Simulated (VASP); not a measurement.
## Mn: single point with BLYP

Crystal: Mn.

```
Mn
1.0
     2.45063    0.00000    0.00000
    -1.22532    2.12231    0.00000
     0.00000    0.00000    7.92814
Mn
4
Direct
  0.00000 0.00000 0.00000
  0.00000 0.00000 0.50000
  0.33333 0.66667 0.25000
  0.66667 0.33333 0.75000
```

This isn't the form of Mn at room conditions, which is a 58-atom cubic cell.

| Quantity | Value |
| --- | --- |
| Program | VASP 6.6.1 |
| Task | single point |
| Functional | BLYP |
| Potentials or basis | VASP PAW PBE potentials, release 64 (Mn_pv) |
| Cutoff | 520 eV |
| k mesh | 16 × 16 × 5 |
| Occupations | fermi-dirac, width 0.05 eV |
| Spin | collinear spin, ferrimagnetic start |
| Starting moments | [0.753, 0.753, -0.671, -0.671] μB |

```json
{"Pressure": "22.1 GPa", "Band gap on the k mesh": "zero (filled and empty bands overlap)", "Net moment": "0.00 μB per cell", "Valence electrons inside the program's atomic spheres": "Mn 12.12, 12.11 (each value once)"}
```

Stress tensor (GPa, compression positive):
```
22.54  0.00  0.00
 0.00 22.54  0.00
 0.00  0.00 21.11
```

Levels at points of the mesh, in eV from the Fermi level:
Spin up:
```
           k point  band 22  band 23  band 24  band 25  band 26  band 27  band 28  band 29  band 30  band 31
(0.00, 0.00, 0.00)    -1.26    -1.12    -0.84    -0.84    -0.77    -0.77     0.24     0.24     0.72     0.72
(0.50, 0.00, 0.00)    -1.33    -0.58     0.10     0.11     1.65     1.84     1.84     1.93     1.95     2.07
```
Spin down:
| k point | band 22 | band 23 | band 24 | band 25 | band 26 | band 27 | band 28 | band 29 | band 30 | band 31 |
| --- | --- | --- | --- | --- | --- | --- | --- | --- | --- | --- |
| (0.00, 0.00, 0.00) | -1.26 | -1.12 | -0.84 | -0.84 | -0.77 | -0.77 | 0.24 | 0.24 | 0.72 | 0.72 |
| (0.50, 0.00, 0.00) | -1.33 | -0.58 | 0.10 | 0.11 | 1.65 | 1.84 | 1.84 | 1.93 | 1.95 | 2.07 |

Wall time 7.3 min on 1 thread of Intel Xeon 8259CL, on a shared host, peak memory 0.3 GiB.

Caveat: the cell stands under pressure; the PAW data sets were made with another functional, which shifts forces and pressure a little.
